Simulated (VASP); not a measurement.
Set up this calculation in VASP 6.6.1, as the native input.

| Item | Value |
| --- | --- |
| Task | single point |
| Functional | r2SCAN |
| Potentials or basis | VASP PAW PBE potentials, release 64 (Ti_sv, H) |
| Cutoff | 520 eV |
| k mesh | 8 × 8 × 5 |
| Occupations | fermi-dirac, width 0.1 eV |
| Spin | no spin polarisation |
| Dipole correction | no |
| Further INCAR settings | ALGO = Normal; EDIFF = 1e-07; NBANDS = 21 |

The system is TiH.

```
Ti H
1.0
     2.92771    0.00000    0.00000
     0.00000    2.92771    0.00000
     0.00000    0.00000    4.53748
Ti H
2 2
Direct
  0.50000 0.00000 0.50000
  0.00000 0.50000 0.00000
  0.00000 0.00000 0.25000
  0.00000 0.00000 0.75000
```

The input as run:

POSCAR

```
TiH
1.0
    2.9277104227      0.0000000000      0.0000000000
    0.0000000000      2.9277104227      0.0000000000
    0.0000000000      0.0000000000      4.5374808953
Ti H
2 2
Direct
    0.5000000000      0.0000000000      0.5000000000
    0.0000000000      0.5000000000      0.0000000000
    0.0000000000      0.0000000000      0.2500000000
    0.0000000000      0.0000000000      0.7500000000
```

INCAR.step1

```
SYSTEM = TiH
ALGO = Normal ; EDIFF = 1E-4
ENCUT = 520 ; GGA = PE
ISMEAR = -1 ; LASPH = .TRUE.
LCHARG = .FALSE. ; LREAL = .FALSE.
LWAVE = .TRUE. ; NBANDS = 21
NELM = 100 ; PREC = Accurate
SIGMA = 0.1
```

INCAR.step2

```
SYSTEM = TiH
ALGO = Normal ; EDIFF = 1E-7
ENCUT = 520 ; ISIF = 2
ISMEAR = -1 ; ISTART = 1
LASPH = .TRUE. ; LCHARG = .FALSE.
LMIXTAU = .TRUE. ; LREAL = .FALSE.
LWAVE = .FALSE. ; METAGGA = R2SCAN
NBANDS = 21 ; NELM = 100
PREC = Accurate ; SIGMA = 0.1
```

KPOINTS

```
k-points
0
G
  8 8 5
  0 0 0
```

Potentials or basis: VASP PAW PBE potentials, release 64 (Ti_sv, H).

Run with:

```console
$ cat potpaw_PBE.64/Ti_sv/POTCAR potpaw_PBE.64/H/POTCAR > POTCAR
$ cp INCAR.step1 INCAR
$ mpirun -np 1 vasp_std > vasp.out
$ cp INCAR.step2 INCAR
$ mpirun -np 1 vasp_std > vasp.out
```

It gave:

- Pressure: 3.0 GPa
- Band gap on the k mesh: zero (bands 13 and 14 overlap by 0.45 eV)

Caveat: the cell stands under pressure; the PAW data sets were made with another functional, which shifts forces and pressure a little.

It took 72 s on 1 thread of Intel(R) Xeon(R) 6975P-C (Granite Rapids), on a shared host, peak memory 0.18 GiB.
